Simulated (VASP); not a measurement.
Here is a VASP 6.6.1 calculation.

Contents of INCAR:

```
PREC = Accurate
ENCUT = 600
EDIFF = 1E-7
ISMEAR = 0
SIGMA = 0.1
LREAL = False
LASPH = True
NELM = 60
ALGO = Normal
ISIF = 3
LWAVE = False
LCHARG = False
IBRION = 2
NSW = 100
EDIFFG = -0.005
```

KPOINTS

```
Automatic mesh
0
Gamma
  18 18 10
```

Contents of POSCAR:

```
Si
1.0
    2.6655775094      0.0000000000      0.0000000000
   -1.3327887547      2.3084578389      0.0000000000
    0.0000000000      0.0000000000      4.5062692700
Si
2
Direct
    0.3333333300      0.6666666700      0.2500000000
    0.6666666700      0.3333333300      0.7500000000
```

Potentials or basis: VASP PAW LDA potentials, release 64 (Si).

Run with:

```sh
$ cat potpaw_LDA.64/Si/POTCAR > POTCAR
$ mpirun -np 1 vasp_std > vasp.out
```

(1) Predict the relaxed cell.

(2) What does it give for the space group after relaxing (to 0.05 Å)?

(3) Estimate the relaxed volume.

Answers

(1) a = 2.651 Å, b = 2.651 Å, c = 4.545 Å, α = 90.00°, β = 90.00°, γ = 120.00°.

(2) P6_3/mmc (No. 194).

(3) 13.83 Å³/atom.
